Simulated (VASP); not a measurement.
The system is SiC.

```
Si C
1.0
     2.75893    0.00000    0.00000
    -1.37947    2.38931    0.00000
     0.00000    0.00000    4.24916
Si C
1 1
Direct
  0.33333 0.66667 0.00000
  0.66667 0.33333 0.50000
```

- Program: VASP 6.6.1
- Task: relaxation of cell and atoms
- Functional: PBE
- Potentials or basis: VASP PAW PBE potentials, release 64 (Si, C)
- Cutoff: 600 eV
- k mesh: 6 × 6 × 4
- Occupations: gaussian, width 0.1 eV
- Spin: no spin polarisation

At the start: pressure -21.5 GPa; volume 14.01 Å³/atom.

Q: How do energy, volume and symmetry change on relaxing?

A: Over 15 steps the energy falls by 1574.8 meV/atom and the volume is 9.12 Å³/atom (-34.9 %); space group P-6m2 (No. 187, to 0.05 Å).

Step by step:
| step | energy change (eV) | largest force (eV/Å) | pressure (GPa) | volume (Å³) |
| --- | --- | --- | --- | --- |
| 1 | 0.0000 | 0.0000 | -21.53 | 28.01 |
| 2 | -0.8943 | 0.0000 | -7.16 | 21.02 |
| 3 | -0.9780 | 0.0000 | 2.62 | 19.31 |
| 4 | -0.9809 | 0.0000 | 4.69 | 19.01 |
| 5 | -1.4527 | 0.0000 | 0.34 | 18.64 |
| 6 | -2.6123 | 0.0000 | 0.26 | 17.71 |
| 7 | 0.0811 | 0.0000 | 103.75 | 14.55 |
| 8 | -2.9484 | 0.0000 | 9.98 | 17.15 |
| 9 | -2.9252 | 0.0000 | 32.41 | 16.23 |
| 10 | -3.0352 | 0.0000 | 22.89 | 16.58 |
| 11 | -3.0794 | 0.0000 | 6.52 | 17.92 |
| 12 | -3.0922 | 0.0000 | 11.83 | 17.43 |
| 13 | -3.0936 | 0.0000 | 10.57 | 17.53 |
| 14 | -3.1470 | 0.0000 | 1.99 | 18.11 |
| 15 | -3.1496 | 0.0000 | 0.19 | 18.24 |

Final structure:
```
Si C
1.0
     2.90523    0.00000    0.00000
    -1.45261    2.51600    0.00000
     0.00000    0.00000    2.49492
Si C
1 1
Direct
  0.33333 0.66667 0.00000
  0.66667 0.33333 0.50000
```

Caveat: the k points lie up to 0.63 Å⁻¹ apart in the final cell; the volume moved by over 15 % at a fixed basis, so the end points are rough.
